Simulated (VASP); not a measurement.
A run of VASP 6.6.1 is set up as follows.

INCAR

```
SYSTEM = Nb5O
  PREC = Accurate
  ENCUT = 520
  EDIFF = 1E-6
  ISMEAR = 0
  SIGMA = 0.1
  LREAL = .FALSE.
  LASPH = .TRUE.
  NELM = 150
  ALGO = Normal
  ISIF = 2
  LWAVE = .FALSE.
  LCHARG = .FALSE.
  ISPIN = 2
  MAGMOM = 0.15 0.15 0.15 0.15 1.45 0.44
  LORBIT = 11
  LMAXMIX = 4
  GGA = PE
  NBANDS = 48
```

Contents of KPOINTS:

```
Automatic mesh
0
G
  3 3 4
  0 0 0
```

File POSCAR:

```
Nb5O
1.0
    6.0450392700      0.0000000000      0.0000000000
   -3.0225196400      5.2351575800      0.0000000000
    0.0000000000      0.0000000000      5.4612827000
Nb O
5 1
Direct
    0.3333333300      0.6666666700      0.2926798100
    0.3333333300      0.6666666700      0.7073201900
    0.6666666700      0.3333333300      0.7073201900
    0.6666666700      0.3333333300      0.2926798100
    0.0000000000      0.0000000000      0.5000000000
    0.0000000000      0.0000000000      0.0000000000
```

Potentials or basis: VASP PAW PBE potentials, release 64 (Nb_sv, O).

Launch:

```console
$ cat potpaw_PBE.64/Nb_sv/POTCAR potpaw_PBE.64/O/POTCAR > POTCAR
$ mpirun -np 1 vasp_std > vasp.out
```

Task: Estimate the largest force.

Result: 0.300 eV/Å.

Task: What does it give for the net moment?

Result: 3.31 μB per cell.

Stress tensor (GPa, compression positive):
```
-17.04   0.00   0.00
  0.00 -17.04   0.00
  0.00   0.00 -23.35
```

Caveat: the k points lie up to 0.40 Å⁻¹ apart.
